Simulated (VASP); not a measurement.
SiC, 4 atoms in the cell. It takes space group P6_3mc (No. 186, hexagonal). Conventional cell: a = 3.137 Å, b = 3.137 Å, c = 5.032 Å, α = 90.00°, β = 90.00°, γ = 120.00°. Si (site symmetry 3m) has 4 C at 1.90 to 1.91 Å within 2.5 Å. Within 2.5 Å of C (site symmetry 3m) lie 4 Si at 1.90 to 1.91 Å. 

- Program: VASP 6.6.1
- Task: single point
- Functional: r2SCAN
- Potentials or basis: VASP PAW PBE potentials, release 64 (Si, C)
- Cutoff: 520 eV
- k mesh: 12 × 12 × 6
- Occupations: gaussian, width 0.02 eV
- Spin: no spin polarisation
- Dipole correction: no
- Further INCAR settings: ALGO = Normal; EDIFF = 1e-06; NBANDS = 16

Potentials or basis: VASP PAW PBE potentials, release 64 (Si, C).

Launch:

```bash
$ cat potpaw_PBE.64/Si/POTCAR potpaw_PBE.64/C/POTCAR > POTCAR
$ cp INCAR.step1 INCAR
$ mpirun -np 1 vasp_std > vasp.out
$ cp INCAR.step2 INCAR
$ mpirun -np 1 vasp_std > vasp.out
```

Hardware: 1 thread of Intel(R) Xeon(R) Platinum 8375C CPU @ 2.90GHz (Ice Lake) (shared host).

**Question.** Estimate the wall time of this run.

**Answer.** It took 2.5 min on 1 thread of Intel(R) Xeon(R) Platinum 8375C CPU @ 2.90GHz (Ice Lake) (shared host), peak memory 0.18 GiB. Counts: k points 76.
